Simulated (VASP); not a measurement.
# KGe3 (Pm-3m) in VASP: further runs

Runs on KGe3. Level: PBE. Tasks: single point.

All numbers are computed with VASP 6.6.1; they aren't measurements. Logs are shortened: lines on timing, memory, paths and dates and some standing lists are left out, and cuts for length are marked.

**1. The cell of the first run**

The structure is cubic, space group Pm-3m (No. 221). The conventional cell has a = 8.351 Å, b = 8.351 Å, c = 8.351 Å, α = 90.00°, β = 90.00°, γ = 90.00°. Within 4.0 Å of K (site symmetry m-3m) lie 6 Ge at 3.02 Å. Within 3.0 Å of Ge (site symmetry 4mm) lie 1 Ge at 2.30 Å.

**2. Single point, PBE**

INCAR

```
SYSTEM = KGe3
  PREC = Accurate
  ENCUT = 520
  EDIFF = 1E-6
  ISMEAR = 0
  SIGMA = 0.1
  LREAL = .FALSE.
  LASPH = .TRUE.
  NELM = 100
  ALGO = Normal
  ISIF = 2
  LWAVE = .FALSE.
  LCHARG = .FALSE.
  GGA = PE
  NBANDS = 61
```

KPOINTS

```
Automatic mesh
0
G
  6 6 6
  0 0 0
```

POSCAR

```
KGe3
1.0
    8.3511501404      0.0000000000      0.0000000000
    0.0000000000      8.3511501404      0.0000000000
    0.0000000000      0.0000000000      8.3511501404
K Ge
2 6
Direct
    0.5000000000      0.5000000000      0.5000000000
    0.0000000000      0.0000000000      0.0000000000
    0.6379151029      0.0000000000      0.0000000000
    0.3620848971      0.0000000000      0.0000000000
    0.0000000000      0.6379151029      0.0000000000
    0.0000000000      0.3620848971      0.0000000000
    0.0000000000      0.0000000000      0.6379151029
    0.0000000000      0.0000000000      0.3620848971
```

Potentials or basis: VASP PAW PBE potentials, release 64 (K_sv, Ge_d).

Launch:

```
$ cat potpaw_PBE.64/K_sv/POTCAR potpaw_PBE.64/Ge_d/POTCAR > POTCAR
$ mpirun -np 1 vasp_std > vasp.out
```

OUTCAR:

```text
SYSTEM = KGe3
   PREC = Accurate
   ENCUT = 520
   EDIFF = 1E-6
   ISMEAR = 0
   LREAL = .FALSE.
   LASPH = .TRUE.
   NELM = 100
   ISIF = 2
   GGA = PE

 ion  position               nearest neighbor table
   1  0.500  0.500  0.500-
   2  0.000  0.000  0.000-   3 3.02   4 3.02   5 3.02   6 3.02   7 3.02   8 3.02
   3  0.638  0.000  0.000-   4 2.30   2 3.02
   4  0.362  0.000  0.000-   3 2.30   2 3.02
   5  0.000  0.638  0.000-   6 2.30   2 3.02
   6  0.000  0.362  0.000-   5 2.30   2 3.02
   7  0.000  0.000  0.638-   8 2.30   2 3.02
   8  0.000  0.000  0.362-   7 2.30   2 3.02

  LATTYP: Found a simple cubic cell.
 ALAT       =     8.3511501404

  Lattice vectors:

 A1 = (   8.3511501404,   0.0000000000,   0.0000000000)
 A2 = (   0.0000000000,   8.3511501404,   0.0000000000)
 A3 = (   0.0000000000,   0.0000000000,   8.3511501404)

Analysis of symmetry for initial positions (statically):
=====================================================================
 Subroutine PRICEL returns:
 Original cell was already a primitive cell.

 Routine SETGRP: Setting up the symmetry group for a
 simple cubic supercell.

 Subroutine GETGRP returns: Found 48 space group operations
 (whereof 48 operations were pure point group operations)
 out of a pool of 48 trial point group operations.

The static configuration has the point symmetry O_h .

Analysis of symmetry for dynamics (positions and initial velocities):
=====================================================================
 Subroutine PRICEL returns:
 Original cell was already a primitive cell.

 Routine SETGRP: Setting up the symmetry group for a
 simple cubic supercell.

 Subroutine GETGRP returns: Found 48 space group operations
 (whereof 48 operations were pure point group operations)
 out of a pool of 48 trial point group operations.

The dynamic configuration has the point symmetry O_h .

 Subroutine INISYM returns: Found 48 space group operations
 (whereof 48 operations are pure point group operations),
 and found     1 'primitive' translations

----------------------------------------------------------------------------------------

                                     Primitive cell

  volume of cell :     582.4235

  direct lattice vectors                    reciprocal lattice vectors
     8.351150140  0.000000000  0.000000000     0.119743985  0.000000000  0.000000000
     0.000000000  8.351150140  0.000000000     0.000000000  0.119743985  0.000000000
     0.000000000  0.000000000  8.351150140     0.000000000  0.000000000  0.119743985

  length of vectors
     8.351150140  8.351150140  8.351150140     0.119743985  0.119743985  0.119743985

  position of ions in fractional coordinates (direct lattice)
     0.500000000  0.500000000  0.500000000
     0.000000000  0.000000000  0.000000000
     0.637915103  0.000000000  0.000000000
     0.362084897  0.000000000  0.000000000
     0.000000000  0.637915103  0.000000000
     0.000000000  0.362084897  0.000000000
     0.000000000  0.000000000  0.637915103
     0.000000000  0.000000000  0.362084897

  ion indices of the primitive-cell ions
   primitive index   ion index
                 1           1
                 2           2
                 3           3
                 4           4
                 5           5
                 6           6
                 7           7
                 8           8

----------------------------------------------------------------------------------------

 KPOINTS: Automatic mesh

Automatic generation of k-mesh.
 Grid dimensions read from file:
 generate k-points for:    6    6    6

 Generating k-lattice:

  Cartesian coordinates                     Fractional coordinates (reciprocal lattice)
     0.019957331  0.000000000  0.000000000     0.166666667  0.000000000  0.000000000
     0.000000000  0.019957331  0.000000000     0.000000000  0.166666667  0.000000000
     0.000000000  0.000000000  0.019957331     0.000000000  0.000000000  0.166666667

  Length of vectors
     0.019957331  0.019957331  0.019957331

  Shift w.r.t. Gamma in fractional coordinates (k-lattice)
     0.000000000  0.000000000  0.000000000

 Subroutine IBZKPT returns following result:
 ===========================================

 Found     20 irreducible k-points:

 Following reciprocal coordinates:
            Coordinates               Weight
  0.000000  0.000000  0.000000      1.000000
  0.166667  0.000000  0.000000      6.000000
  0.333333  0.000000  0.000000      6.000000
  0.500000  0.000000  0.000000      3.000000
  0.166667  0.166667  0.000000     12.000000
  0.333333  0.166667  0.000000     24.000000
[... 12 lines left out ...]
  0.500000  0.500000  0.333333      6.000000
  0.500000  0.500000  0.500000      1.000000
   k-points           NKPTS =     20   k-points in BZ     NKDIM =     20   number of bands    NBANDS=     61
   number of dos      NEDOS =    301   number of ions     NIONS =      8
   total plane-waves  NPLWV = 262144
   dimension x,y,z NGX =    64 NGY =   64 NGZ =   64
   dimension x,y,z NGXF=   128 NGYF=  128 NGZF=  128
   ions per type =               2   6
   NGX,Y,Z   is equivalent  to a cutoff of  12.74, 12.74, 12.74 a.u.
   NGXF,Y,Z  is equivalent  to a cutoff of  25.48, 25.48, 25.48 a.u.
 SYSTEM =  KGe3
   PREC   = accura    normal or accurate (medium, high low for compatibility)
   ISTART =      0    job   : 0-new  1-cont  2-samecut
   ICHARG =      2    charge: 1-file 2-atom 10-const
   ISPIN  =      1    spin polarized calculation?
   LNONCOLLINEAR =      F non collinear calculations
   LSORBIT =      F    spin-orbit coupling
   LASPH  =      T    aspherical Exc in radial PAW
   ENCUT  =  520.0 eV  38.22 Ry    6.18 a.u.  15.53 15.53 15.53*2*pi/ulx,y,z
   NELM   =    100;   NELMIN=  2; NELMDL= -5     # of ELM steps
   EDIFF  = 0.1E-05   stopping-criterion for ELM
   LREAL  =      F    real-space projection
   EDIFFG = 0.1E-04   stopping-criterion for IOM
   NSW    =      0    number of steps for IOM
   IBRION =     -1    ionic relax: 0-MD 1-quasi-New 2-CG
   NFREE  =      0    steps in history (QN), initial steepest desc. (CG)
   ISIF   =      2    stress and relaxation
   ISYM   =      2    0-nonsym 1-usesym 2-fastsym
   POTIM  = 0.5000    time-step for ionic-motion
   TEBEG  =    0.0;   TEEND  =   0.0 temperature during run
   PSTRESS=    0.0 pullay stress
   NELECT =     102.0000    total number of electrons
   NUPDOWN=      -1.0000    fix difference up-down
   EMIN   =  10.00;   EMAX   =-10.00  energy-range for DOS
[... 5 lines left out ...]
     AMIX     =   0.40;   BMIX     =  1.00
     AMIX_MAG =   1.60;   BMIX_MAG =  1.00
  volume/ion in A,a.u.               =      72.80       491.30
  Fermi-wavevector in a.u.,A,eV,Ry     =   0.915929  1.730855 11.414287  0.838926
  Thomas-Fermi vector in A             =   2.040727
   LORBIT       =      0    0 simple, 1 ext, 2 COOP (PROOUT), +10 PAW based schemes
   GGA     = PE    functional components
   LHFCALC =     F    Hartree Fock is set to
[... 5 lines left out ...]
 Gauss-broadening in eV      SIGMA  =   0.10
  energy-cutoff  :      520.00
  volume of cell :      582.42
 maximum number of plane-waves:     15720
 NGX is ok and might be reduce to    64
   NGX = 31   NGY = 31   NGZ = 31

 number of electron     102.0000059 magnetization

 Free energy of the ion-electron system (eV)
  ---------------------------------------------------
  ext. energy  EPLUGINS =         0.00000000
  ---------------------------------------------------
  free energy    TOTEN  =       -20.04312242 eV

  energy without entropy =      -19.97470716  energy(sigma->0) =      -20.00891479

 E-fermi :  -1.4065     XC(G=0):  -5.0819

 val. band max:       -1.4140216325   @ k =   0.5000   0.1667   0.1667
 cond. band min:      -1.4063699584   @ k =   0.3333   0.3333   0.0000
 fundamental gap:      0.0076516740
 Fermi energy:        -1.4065072112

 k-point     1 :       0.0000    0.0000    0.0000
  band No.  band energies     occupation
      1     -34.4271      2.00000
      2     -30.7764      2.00000
      3     -25.5305      2.00000
      4     -25.5305      2.00000
      5     -25.5296      2.00000
      6     -25.4233      2.00000
[... 53 lines left out ...]
     60       2.0876      0.00000
     61       2.2215      0.00000

 k-point     2 :       0.1667    0.0000    0.0000
  band No.  band energies     occupation
      1     -34.4271      2.00000
      2     -30.7764      2.00000
      3     -25.5307      2.00000
      4     -25.5305      2.00000
      5     -25.5298      2.00000
      6     -25.4233      2.00000
[... 53 lines left out ...]
     60       2.0878      0.00000
     61       2.0992      0.00000

 k-point     3 :       0.3333    0.0000    0.0000
  band No.  band energies     occupation
      1     -34.4271      2.00000
      2     -30.7764      2.00000
      3     -25.5310      2.00000
      4     -25.5305      2.00000
      5     -25.5299      2.00000
      6     -25.4233      2.00000
[... 1077 lines left out ...]
     60       1.1519      0.00000
     61       2.3741      0.00000

 k-point    20 :       0.5000    0.5000    0.5000
  band No.  band energies     occupation
      1     -34.4271      2.00000
      2     -30.7763      2.00000
      3     -25.5312      2.00000
      4     -25.5312      2.00000
      5     -25.5312      2.00000
      6     -25.4236      2.00000
[... 53 lines left out ...]
     60       1.1413      0.00000
     61       2.5688      0.00000

------------------------ aborting loop because EDIFF is reached ----------------------------------------

  FORCE on cell =-STRESS in cart. coord.  units (eV):
  Direction    XX          YY          ZZ          XY          YZ          ZX
  --------------------------------------------------------------------------------------
  -------------------------------------------------------------------------------------
  Total        0.0071835      0.0071835      0.0071835     -0.0000000     -0.0000000      0.0000000
  in kB        0.0197610      0.0197610      0.0197610     -0.0000000     -0.0000000      0.0000000
  external PRESSURE =       0.0197610 kB  Pullay stress =       0.0000000 kB

 VOLUME and BASIS-vectors are now :
 -----------------------------------------------------------------------------
  energy-cutoff  :      520.00
  volume of cell :      582.42
      direct lattice vectors                 reciprocal lattice vectors
     8.351150140  0.000000000  0.000000000     0.119743985  0.000000000  0.000000000
     0.000000000  8.351150140  0.000000000     0.000000000  0.119743985  0.000000000
     0.000000000  0.000000000  8.351150140     0.000000000  0.000000000  0.119743985

 POSITION                                       TOTAL-FORCE (eV/Angst)
 -----------------------------------------------------------------------------------
      4.17558      4.17558      4.17558         0.000000      0.000000      0.000000
      0.00000      0.00000      0.00000         0.000000      0.000000      0.000000
      5.32732      0.00000      0.00000        -0.007149      0.000000      0.000000
      3.02383      0.00000      0.00000         0.007149     -0.000000     -0.000000
      0.00000      5.32732      0.00000        -0.000000     -0.007149      0.000000
      0.00000      3.02383      0.00000         0.000000      0.007149     -0.000000
      0.00000      0.00000      5.32732         0.000000      0.000000     -0.007149
      0.00000      0.00000      3.02383         0.000000      0.000000      0.007149
 -----------------------------------------------------------------------------------
    total drift:                                0.000000      0.000000      0.000000

  FREE ENERGIE OF THE ION-ELECTRON SYSTEM (eV)
  ---------------------------------------------------
  free  energy   TOTEN  =       -20.0431224183 eV

  energy  without entropy=      -19.9747071603  energy(sigma->0) =      -20.00891479
```

Run time: 12 min. Hardware: 1 thread of Intel Xeon Platinum 8375C at 2.90GHz (Ice Lake), shared host; peak memory 0.9 GiB.

Results:

```yaml
Free_energy: -20.0431 eV
Pressure: 0.0 GPa
Largest_force: 0.007 eV/Å
Band_gap_on_the_k_mesh: zero (band 51 reaches -1.15 eV, above the bottom of band 52 at -1.59 eV)
```

Forces in eV/Å, atoms in the order of the input:
```
K    0.000  0.000  0.000
K    0.000  0.000  0.000
Ge  -0.007  0.000  0.000
Ge   0.007  0.000  0.000
Ge   0.000 -0.007  0.000
Ge   0.000  0.007  0.000
Ge   0.000  0.000 -0.007
Ge   0.000  0.000  0.007
```

Levels at points of the mesh, in eV from the Fermi level:
| k point | band 47 | band 48 | band 49 | band 50 | band 51 | band 52 | band 53 | band 54 |
| --- | --- | --- | --- | --- | --- | --- | --- | --- |
| (0.00, 0.00, 0.00) | -0.40 | -0.40 | -0.18 | -0.18 | -0.15 | -0.15 | -0.15 | 1.12 |
| (0.50, 0.00, 0.00) | -0.48 | -0.48 | -0.28 | -0.28 | -0.18 | -0.18 | 0.19 | 1.13 |
| (0.50, 0.50, 0.00) | -0.72 | -0.70 | -0.48 | -0.48 | 0.09 | 0.09 | 0.25 | 1.83 |
| (0.50, 0.50, 0.50) | -0.88 | -0.43 | -0.43 | -0.43 | 0.26 | 0.26 | 0.26 | 1.65 |

**3. Single point, PBE**

This run uses another cell than the first one, of 27.89 Å³/atom, 0.383 times its volume.

INCAR

```
SYSTEM = KGe3
ALGO     = Normal         ! electronic algorithm
EDIFF    = 1E-6           ! SCF threshold, eV
ENCUT    = 520            ! plane-wave cutoff, eV
GGA      = PE             ! functional
ISIF     = 2              ! what is computed and relaxed
ISMEAR   = 0              ! smearing method
LASPH    = .True.         ! aspherical terms in the spheres
LCHARG   = .False.        ! write CHGCAR
LREAL    = .False.        ! projectors in reciprocal space
LWAVE    = .False.        ! write WAVECAR
NBANDS   = 61             ! bands
NELM     = 100            ! most SCF steps
PREC     = Accurate       ! precision mode
SIGMA    = 0.1            ! smearing width, eV
```

KPOINTS

```
k-points
0
Gamma
  4 4 4
  0 0 0
```

POSCAR

```
KGe3
1.0
    6.0653918600      0.0000000000      0.0000000000
    0.0000000000      6.0653918600      0.0000000000
    0.0000000000      0.0000000000      6.0653918600
K Ge
2 6
Direct
    0.5000000000      0.5000000000      0.5000000000
    0.0000000000      0.0000000000      0.0000000000
    0.6498537000      0.0000000000      0.0000000000
    0.3501463000      0.0000000000      0.0000000000
    0.0000000000      0.6498537000      0.0000000000
    0.0000000000      0.3501463000      0.0000000000
    0.0000000000      0.0000000000      0.6498537000
    0.0000000000      0.0000000000      0.3501463000
```

Potentials or basis: VASP PAW PBE potentials, release 64 (K_sv, Ge_d).

Launch:

```
$ cat potpaw_PBE.64/K_sv/POTCAR potpaw_PBE.64/Ge_d/POTCAR > POTCAR
$ mpirun -np 1 vasp_std > vasp.out
```

Run time: 2 min. Hardware: 1 thread of Intel Xeon Platinum 8375C at 2.90GHz (Ice Lake), shared host; peak memory 0.38 GiB.

It converged, with:

```yaml
Free_energy: -1.1673 eV
Pressure: 41.7 GPa
Largest_force: 11.063 eV/Å
Band_gap_on_the_k_mesh: zero (band 51 reaches 3.06 eV, above the bottom of band 52 at 1.86 eV)
```

Forces on the atoms (eV/Å):
```
K     0.000   0.000   0.000
K     0.000   0.000   0.000
Ge   11.063   0.000   0.000
Ge  -11.063   0.000   0.000
Ge    0.000  11.063   0.000
Ge    0.000 -11.063   0.000
Ge    0.000   0.000  11.063
Ge    0.000   0.000 -11.063
```

Levels at points of the mesh, in eV from the Fermi level:
```csv
k point,band 48,band 49,band 50,band 51,band 52,band 53,band 54,band 55
"(0.00, 0.00, 0.00)",-0.98,-0.92,-0.92,-0.92,-0.35,-0.35,-0.20,-0.20
"(0.50, 0.00, 0.00)",-1.20,-1.03,-0.94,-0.52,-0.52,-0.34,3.19,3.21
"(0.50, 0.50, 0.00)",-1.78,-1.78,-0.63,0.63,1.83,1.83,3.21,3.21
"(0.50, 0.50, 0.50)",0.63,0.63,0.63,0.66,0.66,0.66,2.21,3.78
```

Caveat: forces of over 1 eV/Å act on the atoms, so gaps and moduli don't describe the material at rest.
